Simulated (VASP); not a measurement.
Write the native input for VASP 6.6.1 that does the following.

```yaml
Task: relaxation of cell and atoms
Functional: PBE
Dispersion: D3(BJ)
Potentials_or_basis: VASP PAW PBE potentials, release 64 (Ti_sv)
Cutoff: 600 eV
k_mesh: 18 × 18 × 18
Occupations: gaussian, width 0.1 eV
Spin: no spin polarisation
Dipole_correction: no
Further_INCAR_settings: ALGO = Normal; EDIFF = 1e-07; IBRION = 2; EDIFFG = -0.005; NSW = 100; ISIF = 3
```

The structure of Ti lies in POSCAR:

```
Ti
1.0
   -1.5977878121      1.5977878121      1.5977878121
    1.5977878121     -1.5977878121      1.5977878121
    1.5977878121      1.5977878121     -1.5977878121
Ti
1
Direct
    0.0000000000      0.0000000000      0.0000000000
```

These files were run (other wordings do the same):

INCAR

```
PREC = Accurate ; ENCUT = 600
EDIFF = 1E-7 ; ISMEAR = 0
SIGMA = 0.1 ; LREAL = F
LASPH = T ; NELM = 100
ALGO = Normal ; ISIF = 3
LWAVE = F ; LCHARG = F
GGA = PE ; IVDW = 12
IBRION = 2 ; NSW = 100
EDIFFG = -0.005
```

KPOINTS

```
regular mesh
0
Gamma
  18 18 18
```

Potentials or basis: VASP PAW PBE potentials, release 64 (Ti_sv).

Launch:

```sh
$ cat potpaw_PBE.64/Ti_sv/POTCAR > POTCAR
$ mpirun -np 1 vasp_std > vasp.out
```

It gave:

```
Relaxed volume                         : 16.26 Å³/atom
Relaxed cell                           : a = 2.764 Å, b = 2.764 Å, c = 2.764 Å, α = 109.47°, β = 109.47°, γ = 109.47°
Space group after relaxing (to 0.05 Å) : Im-3m (No. 229)
Energy gained by relaxing              : 0.1 meV/atom
Ionic steps                            : 3
Pressure after relaxing                : 0.0 GPa
Band gap on the k mesh                 : zero (band 6 reaches 9.84 eV, above the bottom of band 7 at 8.21 eV)
Dispersion energy per atom             : -0.644 eV
```

Caveat: pairwise dispersion overbinds metals, which lowers pressure and volume.

Run time: 26 s on 1 thread of Intel(R) Xeon(R) 6975P-C (Granite Rapids), with other jobs on the host, peak memory 0.18 GiB.
